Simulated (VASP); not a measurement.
Input of a VASP 6.6.1 run:

The input INCAR:

```
SYSTEM = Hg
ALGO = Normal
EDIFF = 1E-7
ENCUT = 520
GGA = CA
ISIF = 2
ISMEAR = -1
LASPH = .True.
LCHARG = .True.
LELF = .True.
LREAL = .False.
LVHAR = .True.
LWAVE = .False.
NBANDS = 19
NELM = 60
PREC = Accurate
SIGMA = 0.05
```

The input KPOINTS:

```
k-points
0
Gamma
  12 12 12
  0 0 0
```

The input POSCAR:

```
Hg
1.0
    0.0000000000      3.2230042936      3.2230042936
    3.2230042936      0.0000000000      3.2230042936
    3.2230042936      3.2230042936      0.0000000000
Hg
2
Direct
   -0.1250000000     -0.1250000000     -0.1250000000
    0.1250000000      0.1250000000      0.1250000000
```

Potentials or basis: VASP PAW LDA potentials, release 64 (Hg).

Command:

```bash
$ cat potpaw_LDA.64/Hg/POTCAR > POTCAR
$ mpirun -np 1 vasp_std > vasp.out
```

(1) Estimate the pressure.

(2) Estimate the band gap on the k mesh.

Results:

(1) 0.4 GPa.

(2) zero (bands 12 and 13 overlap by 4.10 eV).

Caveat: spin-orbit coupling is left out, which moves the levels of the heavy elements.
